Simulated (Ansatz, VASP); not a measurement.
## One calculation of V, two programs

File INCAR:

```
SYSTEM = V
PREC = Accurate
ENCUT = 600
EDIFF = 1E-6
ISMEAR = -1
SIGMA = 0.05
LREAL = .FALSE.
LASPH = .TRUE.
NELM = 150
ALGO = Normal
ISIF = 3
LWAVE = .FALSE.
LCHARG = .FALSE.
ISPIN = 2
MAGMOM = 2
LORBIT = 11
LMAXMIX = 4
GGA = PS
IVDW = 13
IBRION = 2
NSW = 80
EDIFFG = -0.005
```

KPOINTS

```
regular mesh
0
G
  12 12 12
  0 0 0
```

File POSCAR:

```
V
1.0
   -1.5143500000      1.5143500000      1.5143500000
    1.5143500000     -1.5143500000      1.5143500000
    1.5143500000      1.5143500000     -1.5143500000
V
1
Direct
    0.0000000000      0.0000000000      0.0000000000
```

The input input.yaml:

```yaml
crystal:
  lattice:
    - [-1.51435, 1.51435, 1.51435]
    - [1.51435, -1.51435, 1.51435]
    - [1.51435, 1.51435, -1.51435]
  atoms:
    - { symbol: V, position: [0.0, 0.0, 0.0], spin: 2.0 }
kpoints:
  mp_grid: { grid: [12, 12, 12] }
scf:
  occupations: { method: fermi_dirac, width: 0.05 }
hamiltonian:
  xc: pbesol
  dispersion: d4
  pseudopotentials: { kind: all_electron, lapw: { basis_error: 0.001 } }
magnetization:
  spin_polarized: true
output:
  forces: true
  stress: true
relax:
  f_tol: 0.005
  max_steps: 60
  cell: {}
```

Alike in both runs: task relaxation of cell and atoms; functional PBEsol; dispersion D4; k mesh 12 × 12 × 12; occupations fermi-dirac, width 0.05 eV; collinear spin.

|  | VASP | Ansatz |
| --- | --- | --- |
| version | VASP 6.6.1 | Ansatz 0.2.0 |
| potentials or method | VASP PAW PBE potentials, release 64 (V_sv), cutoff 600 eV | all-electron LAPW, scalar-relativistic |

```csv
,VASP,Ansatz,Ansatz less VASP
net moment per atom (μB),0.00,0.00,0.000
relaxed volume (Å³/atom),12.79,12.78,-0.007
relaxed length of the cell vector where the two differ most in proportion (Å),2.552,2.551,-0.0005
```

VASP's potentials were made for PBE, not for PBEsol. Ansatz ran all-electron here, and VASP with PAW potentials.
